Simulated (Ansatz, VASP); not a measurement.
# Pt: VASP beside Ansatz

```
Pt
1.0
     0.00000    2.82785    2.82785
     2.82785    0.00000    2.82785
     2.82785    2.82785    0.00000
Pt
2
Direct
  0.12500 0.12500 0.12500
  0.87500 0.87500 0.87500
```

Alike in both runs: task single point; functional revPBE; k mesh 11 × 11 × 11; occupations fermi-dirac, width 0.1 eV; no spin polarisation.

```csv
,VASP,Ansatz
version,VASP 6.6.1,Ansatz 0.2.0
potentials or method,"VASP PAW PBE potentials, release 64 (Pt), cutoff 520 eV","plane waves (420 eV) with PAW, scalar-relativistic"
valence electrons in the cell,20,36
```

Ansatz gave:

```
pressure (GPa) : 11.0
```

Question: Which values does VASP return?

Answer: Pressure (GPa): 10.4.

VASP's potentials were made for PBE, not for revPBE. VASP's potentials hold 20 valence electrons a cell and Ansatz's 36, so a difference there can come from the potentials and not from the codes.

Neither program's run includes spin-orbit coupling.
